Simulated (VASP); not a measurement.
# Al12H in VASP: further runs, part 2 of 2

VASP 6.6.1. Earlier steps stand in the parts before.

## 3. Single point, PBEsol

Contents of INCAR:

```
SYSTEM = Al12H
PREC = Accurate
ENCUT = 520
EDIFF = 1E-7
ISMEAR = 0
SIGMA = 0.1
LREAL = .False.
LASPH = .True.
NELM = 100
ALGO = Normal
ISIF = 2
LWAVE = .False.
LCHARG = .False.
LDIPOL = .True.
IDIPOL = 3
DIPOL = 0.5 0.5 0.301
GGA = PS
NBANDS = 30
```

Contents of KPOINTS:

```
regular mesh
0
Gamma
  5 5 1
  0 0 0
```

Contents of POSCAR:

```
Al12H
1.0
    5.6788540124      0.0000000000      0.0000000000
    0.0000000000      5.6788540124      0.0000000000
    0.0000000000      0.0000000000     21.1413451746
Al H
12 1
Direct
    0.2500000000      0.2500000000      0.1892027195
    0.2500000000      0.7500000000      0.1892027195
    0.7500000000      0.2500000000      0.1892027195
    0.7500000000      0.7500000000      0.1892027195
    0.0000000000      0.0000000000      0.2870821533
    0.0000000000      0.5000000000      0.2870821533
    0.5000000000      0.0000000000      0.2870821533
    0.5000000000      0.5000000000      0.2870821533
    0.2500000000      0.2500000000      0.3850911618
    0.2500000000      0.7500000000      0.3850911618
    0.7500000000      0.2500000000      0.3850911618
    0.7500000000      0.7500000000      0.3850911618
    0.4166666667      0.4166666667      0.4640832971
```

Potentials or basis: VASP PAW PBE potentials, release 64 (Al, H).

Started as:

```console
> cat potpaw_PBE.64/Al/POTCAR potpaw_PBE.64/H/POTCAR > POTCAR
> mpirun -np 1 vasp_std > vasp.out
```

OUTCAR:

```text
SYSTEM = Al12H
   PREC = Accurate
   ENCUT = 520
   EDIFF = 1E-7
   ISMEAR = 0
   LREAL = .False.
   LASPH = .True.
   NELM = 100
   ISIF = 2
   GGA = PS

 ion  position               nearest neighbor table
   1  0.250  0.250  0.189-   2 2.84   3 2.84   2 2.84   3 2.84   7 2.88   8 2.88   5 2.88   6 2.88

   2  0.250  0.750  0.189-   1 2.84   4 2.84   1 2.84   4 2.84   7 2.88   8 2.88   5 2.88   6 2.88

   3  0.750  0.250  0.189-   1 2.84   4 2.84   4 2.84   1 2.84   7 2.88   8 2.88   5 2.88   6 2.88
[... 15 lines left out ...]
  11  0.750  0.250  0.385-   9 2.84  12 2.84  12 2.84   9 2.84   5 2.89   6 2.89   7 2.89   8 2.89

  12  0.750  0.750  0.385-  10 2.84  11 2.84  11 2.84  10 2.84   5 2.89   6 2.89   7 2.89   8 2.89

  13  0.417  0.417  0.464-

  LATTYP: Found a simple tetragonal cell.
 ALAT       =     5.6788540124
 C/A-ratio  =     3.7228189223

  Lattice vectors:

 A1 = (   5.6788540124,   0.0000000000,   0.0000000000)
 A2 = (   0.0000000000,   5.6788540124,   0.0000000000)
 A3 = (   0.0000000000,   0.0000000000,  21.1413451746)

Analysis of symmetry for initial positions (statically):
=====================================================================
 Subroutine PRICEL returns:
 Original cell was already a primitive cell.

 Routine SETGRP: Setting up the symmetry group for a
 simple tetragonal supercell.

 Subroutine GETGRP returns: Found  2 space group operations
 (whereof  2 operations were pure point group operations)
 out of a pool of 16 trial point group operations.

The static configuration has the point symmetry C_1h.

Analysis of symmetry for dynamics (positions and initial velocities):
=====================================================================
 Subroutine PRICEL returns:
 Original cell was already a primitive cell.

 Routine SETGRP: Setting up the symmetry group for a
 simple tetragonal supercell.

 Subroutine GETGRP returns: Found  2 space group operations
 (whereof  2 operations were pure point group operations)
 out of a pool of 16 trial point group operations.

The dynamic configuration has the point symmetry C_1h.

 Subroutine INISYM returns: Found  2 space group operations
 (whereof  2 operations are pure point group operations),
 and found     1 'primitive' translations

----------------------------------------------------------------------------------------

                                     Primitive cell

  volume of cell :     681.7953

  direct lattice vectors                    reciprocal lattice vectors
     5.678854012  0.000000000  0.000000000     0.176091866  0.000000000  0.000000000
     0.000000000  5.678854012  0.000000000     0.000000000  0.176091866  0.000000000
     0.000000000  0.000000000 21.141345175     0.000000000  0.000000000  0.047300680

  length of vectors
     5.678854012  5.678854012 21.141345175     0.176091866  0.176091866  0.047300680

  position of ions in fractional coordinates (direct lattice)
     0.250000000  0.250000000  0.189202720
     0.250000000  0.750000000  0.189202720
     0.750000000  0.250000000  0.189202720
     0.750000000  0.750000000  0.189202720
     0.000000000  0.000000000  0.287082153
     0.000000000  0.500000000  0.287082153
     0.500000000  0.000000000  0.287082153
     0.500000000  0.500000000  0.287082153
     0.250000000  0.250000000  0.385091162
     0.250000000  0.750000000  0.385091162
     0.750000000  0.250000000  0.385091162
[... 69 lines left out ...]
   LNONCOLLINEAR =      F non collinear calculations
   LSORBIT =      F    spin-orbit coupling
   LASPH  =      T    aspherical Exc in radial PAW
   ENCUT  =  520.0 eV  38.22 Ry    6.18 a.u.  10.56 10.56 39.31*2*pi/ulx,y,z
   NELM   =    100;   NELMIN=  2; NELMDL= -5     # of ELM steps
   EDIFF  = 0.1E-06   stopping-criterion for ELM
   LREAL  =      F    real-space projection
   EDIFFG = 0.1E-05   stopping-criterion for IOM
   NSW    =      0    number of steps for IOM
   IBRION =     -1    ionic relax: 0-MD 1-quasi-New 2-CG
   NFREE  =      0    steps in history (QN), initial steepest desc. (CG)
   ISIF   =      2    stress and relaxation
   ISYM   =      2    0-nonsym 1-usesym 2-fastsym
   POTIM  = 0.5000    time-step for ionic-motion
   TEBEG  =    0.0;   TEEND  =   0.0 temperature during run
   PSTRESS=    0.0 pullay stress
   NELECT =      37.0000    total number of electrons
   NUPDOWN=      -1.0000    fix difference up-down
   EMIN   =  10.00;   EMAX   =-10.00  energy-range for DOS
   EFERMI =   0.00;   METHOD = LEGACY
   ISMEAR =     0;   SIGMA  =   0.10  broadening in eV -4-tet -1-fermi 0-gaus
   EFERMI_NEDOS =   21; number of points for ismear=-14 and -15
   IALGO  =     38    algorithm
   IMIX   =      4    mixing-type and parameters
     AMIX     =   0.40;   BMIX     =  1.00
     AMIX_MAG =   1.60;   BMIX_MAG =  1.00
  volume/ion in A,a.u.               =      52.45       353.92
  Fermi-wavevector in a.u.,A,eV,Ry     =   0.619808  1.171268  5.226846  0.384162
  Thomas-Fermi vector in A             =   1.678737
   LORBIT       =      0    0 simple, 1 ext, 2 COOP (PROOUT), +10 PAW based schemes
   GGA     = PS    functional components
   LHFCALC =     F    Hartree Fock is set to
   AEXX    =    0.0000 exact exchange contribution
   IVDW    =     0    specifies the selected vdW correction
   LEPSILON=     F    determine dielectric tensor
   LRPA    =     F    only Hartree local field effects (RPA)
 non-spin polarized calculation
 Gauss-broadening in eV      SIGMA  =   0.10
  energy-cutoff  :      520.00
  volume of cell :      681.80
 maximum number of plane-waves:     18411
 NGX is ok and might be reduce to    42
   NGX = 21   NGY = 21   NGZ = 79

 dipolmoment           0.000000      0.000000     -0.098192 electrons x Angstroem

 number of electron      36.9999999 magnetization

 dipolmoment           0.000000      0.000000      0.060817 electrons x Angstroem

 Free energy of the ion-electron system (eV)
  ---------------------------------------------------
  ext. energy  EPLUGINS =         0.00000000
  ---------------------------------------------------
  free energy    TOTEN  =       -47.34541906 eV

  energy without entropy =      -47.32546690  energy(sigma->0) =      -47.33544298

 E-fermi :  -0.9457     XC(G=0):  -3.9744

 val. band max:       -0.9812097896   @ k =   0.2000   0.2000   0.0000
 cond. band min:      -0.9433851900   @ k =   0.0000   0.0000   0.0000
 fundamental gap:      0.0378245995
 Fermi energy:        -0.9456725865

 k-point     1 :       0.0000    0.0000    0.0000
  band No.  band energies     occupation
      1     -11.1418      2.00000
      2      -9.0386      2.00000
      3      -6.7077      2.00000
      4      -6.7025      2.00000
      5      -6.5914      2.00000
      6      -6.5882      2.00000
[... 286 lines left out ...]
     29       2.1113      0.00000
     30       2.1699      0.00000

------------------------ aborting loop because EDIFF is reached ----------------------------------------

 vacuum level on the upper side and lower side of the slab       (xc-potential included)         0.143        -0.190

  FORCE on cell =-STRESS in cart. coord.  units (eV):
  Direction    XX          YY          ZZ          XY          YZ          ZX
  --------------------------------------------------------------------------------------
  -------------------------------------------------------------------------------------
  Total       -8.5757680     -8.5757680     -2.6700182      0.1276621     -0.6180778     -0.6180778
  in kB      -20.1525302    -20.1525302     -6.2743794      0.2999981     -1.4524451     -1.4524451
  external PRESSURE =     -15.5264799 kB  Pullay stress =       0.0000000 kB

 VOLUME and BASIS-vectors are now :
 -----------------------------------------------------------------------------
  energy-cutoff  :      520.00
  volume of cell :      681.80
      direct lattice vectors                 reciprocal lattice vectors
     5.678854012  0.000000000  0.000000000     0.176091866  0.000000000  0.000000000
     0.000000000  5.678854012  0.000000000     0.000000000  0.176091866  0.000000000
     0.000000000  0.000000000 21.141345175     0.000000000  0.000000000  0.047300680

 POSITION                                       TOTAL-FORCE (eV/Angst)
 -----------------------------------------------------------------------------------
      1.41971      1.41971      4.00000         0.012875      0.012875      0.035074
      1.41971      4.25914      4.00000        -0.072365     -0.046406      0.010057
      4.25914      1.41971      4.00000        -0.046406     -0.072365      0.010057
      4.25914      4.25914      4.00000         0.055164      0.055164     -0.084140
      0.00000      0.00000      6.06930        -0.092500     -0.092500     -0.051518
      0.00000      2.83943      6.06930         0.077760      0.067634      0.034081
      2.83943      0.00000      6.06930         0.067634      0.077760      0.034081
      2.83943      2.83943      6.06930        -0.014793     -0.014793      0.158331
      1.41971      1.41971      8.14135         0.318182      0.318182      0.896751
      1.41971      4.25914      8.14135        -0.034421      0.044924      0.169472
      4.25914      1.41971      8.14135         0.044924     -0.034421      0.169472
      4.25914      4.25914      8.14135         0.132583      0.132583      0.061423
      2.36619      2.36619      9.81135        -0.448638     -0.448638     -1.443142
 -----------------------------------------------------------------------------------
    total drift:                               -0.000056     -0.000056      0.000113

  FREE ENERGIE OF THE ION-ELECTRON SYSTEM (eV)
  ---------------------------------------------------
  free  energy   TOTEN  =       -47.3454190579 eV

  energy  without entropy=      -47.3254669010  energy(sigma->0) =      -47.33544298

 vacuum level on the upper side and lower side of the slab         3.883         3.535
```

Run time: 11 min. Hardware: 1 thread of Intel Xeon 8259CL, shared host; peak memory 0.66 GiB.

What came out:

| Quantity | Value |
| --- | --- |
| Free energy | -47.3454 eV |
| Largest force | 1.576 eV/Å |
| Band gap on the k mesh | zero (an odd number of electrons rules out a gap without spin polarisation) |

Forces on the atoms (eV/Å):
```
Al   0.013  0.013  0.035
Al  -0.072 -0.046  0.010
Al  -0.046 -0.072  0.010
Al   0.055  0.055 -0.084
Al  -0.092 -0.092 -0.052
Al   0.078  0.068  0.034
Al   0.068  0.078  0.034
Al  -0.015 -0.015  0.158
Al   0.318  0.318  0.897
Al  -0.034  0.045  0.169
Al   0.045 -0.034  0.169
Al   0.133  0.133  0.061
H   -0.449 -0.449 -1.443
```

Levels at points of the mesh, in eV from the Fermi level:
| k point | band 17 | band 18 | band 19 | band 20 | band 21 | band 22 |
| --- | --- | --- | --- | --- | --- | --- |
| (0.00, 0.00, 0.00) | -0.70 | -0.46 | -0.31 | 0.00 | 0.03 | 0.03 |

Caveat: the PAW data sets were made with another functional, which shifts forces and pressure a little.

## 4. Single point, PBEsol

Contents of INCAR:

```
SYSTEM = Al12H
ALGO = Normal ; DIPOL = 0.5 0.5 0.304
EDIFF = 1E-7 ; ENCUT = 520
GGA = PS ; IDIPOL = 3
ISIF = 2 ; ISMEAR = 0
LASPH = .True. ; LCHARG = .True.
LDIPOL = .True. ; LELF = .True.
LREAL = .False. ; LVACPOTAV = .True.
LVHAR = .True. ; LWAVE = .False.
NBANDS = 30 ; NELM = 60
PREC = Accurate ; SIGMA = 0.1
```

Contents of KPOINTS:

```
k-points
0
Gamma
  5 5 1
  0 0 0
```

POSCAR: that of step 3 with these lines changed.

```diff
@@ -20,2 +20,2 @@
     0.7500000000      0.7500000000      0.3850911618
-    0.4166666667      0.4166666667      0.4640832971
+    0.4166666667      0.4166666667      0.5066539090
```

Started as:

```console
> cat potpaw_PBE.64/Al/POTCAR potpaw_PBE.64/H/POTCAR > POTCAR
> mpirun -np 1 vasp_std > vasp.out
```

Run time: 11 min. Hardware: 1 thread of Intel Xeon 8259CL, shared host; peak memory 0.67 GiB.

Results (log left out):

| Item | Value |
| --- | --- |
| Free energy | -46.0345 eV |
| Largest force | 1.259 eV/Å |
| Band gap on the k mesh | zero (an odd number of electrons rules out a gap without spin polarisation) |

Forces on the atoms (eV/Å):
```
Al  -0.011 -0.011  0.071
Al  -0.074 -0.006  0.024
Al  -0.006 -0.074  0.024
Al   0.063  0.063 -0.066
Al  -0.058 -0.058 -0.050
Al   0.017  0.053  0.008
Al   0.053  0.017  0.008
Al   0.000  0.000  0.123
Al   0.088  0.088  0.654
Al  -0.058  0.041  0.180
Al   0.041 -0.058  0.180
Al   0.097  0.097  0.085
H   -0.151 -0.151 -1.241
```

Levels at points of the mesh, in eV from the Fermi level:
| k point | band 16 | band 17 | band 18 | band 19 | band 20 | band 21 | band 22 | band 23 |
| --- | --- | --- | --- | --- | --- | --- | --- | --- |
| (0.00, 0.00, 0.00) | -0.73 | -0.72 | -0.37 | -0.32 | 0.02 | 0.03 | 0.03 | 0.33 |

Caveat: the PAW data sets were made with another functional, which shifts forces and pressure a little.

## 5. Single point, PBEsol

Contents of INCAR:

```
SYSTEM = Al12H
  ALGO = Normal
  DIPOL = 0.5 0.5 0.301
  EDIFF = 1E-6
  ENCUT = 520
  GGA = PS
  IDIPOL = 3
  ISIF = 2
  ISMEAR = 0
  LASPH = .TRUE.
  LCHARG = .FALSE.
  LDIPOL = .TRUE.
  LREAL = .FALSE.
  LWAVE = .FALSE.
  NBANDS = 30
  NELM = 100
  PREC = Accurate
  SIGMA = 0.1
```

Contents of KPOINTS:

```
k-points
0
G
  5 5 1
  0 0 0
```

POSCAR: that of step 4 with these lines changed.

```diff
@@ -20,2 +20,2 @@
     0.7500000000      0.7500000000      0.3850911618
-    0.4166666667      0.4166666667      0.5066539090
+    0.3333333333      0.3333333333      0.4640832971
```

Potentials or basis: VASP PAW PBE potentials, release 64 (Al, H).

Started as:

```console
> cat potpaw_PBE.64/Al/POTCAR potpaw_PBE.64/H/POTCAR > POTCAR
> mpirun -np 1 vasp_std > vasp.out
```

OUTCAR:

```text
SYSTEM = Al12H
   EDIFF = 1E-6
   ENCUT = 520
   GGA = PS
   ISIF = 2
   ISMEAR = 0
   LASPH = .TRUE.
   LREAL = .FALSE.
   NELM = 100
   PREC = Accurate

 ion  position               nearest neighbor table
   1  0.250  0.250  0.189-   2 2.84   3 2.84   2 2.84   3 2.84   7 2.88   8 2.88   5 2.88   6 2.88

   2  0.250  0.750  0.189-   1 2.84   4 2.84   1 2.84   4 2.84   7 2.88   8 2.88   5 2.88   6 2.88

   3  0.750  0.250  0.189-   1 2.84   4 2.84   4 2.84   1 2.84   7 2.88   8 2.88   5 2.88   6 2.88
[... 15 lines left out ...]
  11  0.750  0.250  0.385-   9 2.84  12 2.84  12 2.84   9 2.84   5 2.89   6 2.89   7 2.89   8 2.89

  12  0.750  0.750  0.385-  10 2.84  11 2.84  11 2.84  10 2.84   5 2.89   6 2.89   7 2.89   8 2.89
[... 519 lines left out ...]
     5.678854012  0.000000000  0.000000000     0.176091866  0.000000000  0.000000000
     0.000000000  5.678854012  0.000000000     0.000000000  0.176091866  0.000000000
     0.000000000  0.000000000 21.141345175     0.000000000  0.000000000  0.047300680

 POSITION                                       TOTAL-FORCE (eV/Angst)
 -----------------------------------------------------------------------------------
      1.41971      1.41971      4.00000         0.004444      0.004444      0.087794
      1.41971      4.25914      4.00000        -0.035400     -0.053934      0.038760
      4.25914      1.41971      4.00000        -0.053934     -0.035400      0.038760
      4.25914      4.25914      4.00000         0.015928      0.015928     -0.145171
      0.00000      0.00000      6.06930        -0.073741     -0.073741      0.000491
      0.00000      2.83943      6.06930         0.047302      0.070317      0.077669
      2.83943      0.00000      6.06930         0.070317      0.047302      0.077669
      2.83943      2.83943      6.06930        -0.005983     -0.005983      0.151090
      1.41971      1.41971      8.14135         0.129928      0.129928      0.867795
      1.41971      4.25914      8.14135        -0.068990      0.109403     -0.050356
      4.25914      1.41971      8.14135         0.109403     -0.068990     -0.050356
      4.25914      4.25914      8.14135         0.075664      0.075664      0.073260
      1.89295      1.89295      9.81135        -0.214937     -0.214937     -1.167405
 -----------------------------------------------------------------------------------
    total drift:                               -0.000020     -0.000020      0.000022

  FREE ENERGIE OF THE ION-ELECTRON SYSTEM (eV)
  ---------------------------------------------------
  free  energy   TOTEN  =       -47.7021434671 eV

  energy  without entropy=      -47.6824274421  energy(sigma->0) =      -47.69228545

 vacuum level on the upper side and lower side of the slab         3.863         3.554
```

stdout:

```text
POSCAR found type information on POSCAR AlH
 POSCAR found :  2 types and      13 ions
 scaLAPACK will be used
 -----------------------------------------------------------------------------
|                                                                             |
|                                                                             |
|     You enforced a specific xc type in the INCAR file but a different       |
|     I HOPE YOU KNOW WHAT YOU ARE DOING!                                     |
|                                                                             |
 -----------------------------------------------------------------------------

 LDA part: xc-table for (Slater+PW92), standard interpolation
 POSCAR, INCAR and KPOINTS ok, starting setup
 FFT: planning ... GRIDC
 FFT: planning ... GRID_SOFT
 FFT: planning ... GRID
 WAVECAR not read
 entering main loop
```

It took 10 min on 1 thread of Intel Xeon 8259CL, shared host; peak memory 0.63 GiB.

Results:

```yaml
Free_energy: -47.7021 eV
Largest_force: 1.206 eV/Å
Band_gap_on_the_k_mesh: zero (an odd number of electrons rules out a gap without spin polarisation)
```

Forces on the atoms (eV/Å):
```
Al   0.004  0.004  0.088
Al  -0.035 -0.054  0.039
Al  -0.054 -0.035  0.039
Al   0.016  0.016 -0.145
Al  -0.074 -0.074  0.000
Al   0.047  0.070  0.078
Al   0.070  0.047  0.078
Al  -0.006 -0.006  0.151
Al   0.130  0.130  0.868
Al  -0.069  0.109 -0.050
Al   0.109 -0.069 -0.050
Al   0.076  0.076  0.073
H   -0.215 -0.215 -1.167
```

Caveat: the PAW data sets were made with another functional, which shifts forces and pressure a little.

## 6. Single point, PBEsol

Contents of INCAR:

```
PREC = Accurate ; ENCUT = 520
EDIFF = 1E-6 ; ISMEAR = 0
SIGMA = 0.1 ; LREAL = False
LASPH = True ; NELM = 100
ALGO = Normal ; ISIF = 2
LWAVE = False ; LCHARG = True
LDIPOL = True ; IDIPOL = 3
DIPOL = 0.5 0.5 0.304 ; GGA = PS
LELF = True ; LVHAR = True
LVACPOTAV = True ; NBANDS = 30
```

Contents of KPOINTS:

```
regular mesh
0
Gamma
  5 5 1
```

POSCAR: that of step 5 with these lines changed.

```diff
@@ -20,2 +20,2 @@
     0.7500000000      0.7500000000      0.3850911618
-    0.3333333333      0.3333333333      0.4640832971
+    0.3333333333      0.3333333333      0.5066539090
```

Potentials or basis: VASP PAW PBE potentials, release 64 (Al, H).

Started as:

```console
> cat potpaw_PBE.64/Al/POTCAR potpaw_PBE.64/H/POTCAR > POTCAR
> mpirun -np 1 vasp_std > vasp.out
```

Run time: 12 min. Hardware: 1 thread of Intel Xeon 8259CL, shared host; peak memory 0.66 GiB.

It converged, with:

* Free energy: -46.1864 eV
* Largest force: 1.505 eV/Å
* Band gap on the k mesh: zero (an odd number of electrons rules out a gap without spin polarisation)

Forces on the atoms (eV/Å):
```
Al  -0.001 -0.001  0.108
Al  -0.039 -0.026  0.040
Al  -0.026 -0.039  0.040
Al   0.025  0.025 -0.131
Al  -0.062 -0.062 -0.016
Al  -0.003  0.061  0.031
Al   0.061 -0.003  0.031
Al   0.015  0.015  0.091
Al   0.108  0.108  1.125
Al  -0.056  0.051  0.054
Al   0.051 -0.056  0.054
Al   0.066  0.066  0.063
H   -0.140 -0.140 -1.492
```

Levels at points of the mesh, in eV from the Fermi level:
```tsv
k point	band 16	band 17	band 18	band 19	band 20	band 21	band 22	band 23
(0.00, 0.00, 0.00)	-0.73	-0.72	-0.35	-0.14	0.02	0.03	0.03	0.22
```

Caveat: the PAW data sets were made with another functional, which shifts forces and pressure a little.

## 7. Summary

| cell | gap on the mesh (eV) | largest force (eV/Å) |
| --- | --- | --- |
| as given, atomic positions A | none | 2.74 |
| as given, atomic positions B | none | 1.58 |
| as given, atomic positions C | none | 1.26 |
| as given, atomic positions D | none | 1.21 |
| as given, atomic positions E | none | 1.51 |

Alike in all rows: task single point; level PBEsol; potentials or basis VASP PAW PBE potentials, release 64 (Al, H); no spin polarisation; k mesh 5 × 5 × 1; cutoff (eV) 520; smearing gaussian 0.1 eV.

Caveats: the PAW data sets were made with another functional, which shifts forces and pressure a little.

Total energies depend on the potentials used, so only differences within one code and one set of settings carry meaning.

The gap in the log of VASP goes by the Fermi energy; the results here count the filled bands.